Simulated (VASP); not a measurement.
Wanted: the native input for a VASP 6.6.1 run.

```yaml
Task: single point
Functional: LDA
Potentials_or_basis: VASP PAW PBE potentials, release 64 (Gd)
Cutoff: 520 eV
k_mesh: 6 × 6 × 6
Occupations: methfessel-paxton, width 0.2 eV
Spin: collinear spin, ferromagnetic start
Starting_moments: "[7.0] μB"
Dipole_correction: no
Further_INCAR_settings: ALGO = Normal; EDIFF = 1e-06; NBANDS = 19
```

The structure of Gd lies in POSCAR:

```
Gd
1.0
    0.0000000000      2.5858190000      2.5858190000
    2.5858190000      0.0000000000      2.5858190000
    2.5858190000      2.5858190000      0.0000000000
Gd
1
Direct
    0.0000000000      0.0000000000      0.0000000000
```

This isn't the form of Gd at room conditions, which is hcp.

The input as run:

INCAR

```
ALGO     = Normal         # electronic algorithm
EDIFF    = 1E-6           # SCF threshold, eV
ENCUT    = 520            # plane-wave cutoff, eV
GGA      = CA             # functional
ISIF     = 2              # what is computed and relaxed
ISMEAR   = 1              # smearing method
ISPIN    = 2              # spin polarisation
LASPH    = T              # aspherical terms in the spheres
LCHARG   = T              # write CHGCAR
LELF     = T              # ELF
LMAXMIX  = 6              # l up to which the mixer works
LORBIT   = 11             # projections on sites
LREAL    = F              # projectors in reciprocal space
LVHAR    = T            
LWAVE    = F              # write WAVECAR
MAGMOM   = 7              # initial moments
NBANDS   = 19             # bands
NELM     = 150            # most SCF steps
PREC     = Accurate       # precision mode
SIGMA    = 0.2            # smearing width, eV
```

KPOINTS

```
k-points
0
Gamma
  6 6 6
```

Potentials or basis: VASP PAW PBE potentials, release 64 (Gd).

Command:

```sh
$ cat potpaw_PBE.64/Gd/POTCAR > POTCAR
$ mpirun -np 1 vasp_std > vasp.out
```

It gave:

- Pressure: -5.8 GPa
- Net moment: 7.14 μB per cell
- Site moments: Gd +6.81 μB
- Valence electrons inside the program's atomic spheres: Gd 15.19

Caveat: the cell stands under tension; the PAW data sets were made with another functional, which shifts forces and pressure a little.

It took 88 s on 1 thread of Intel Xeon 8259CL, with other jobs on the host, peak memory 0.17 GiB.
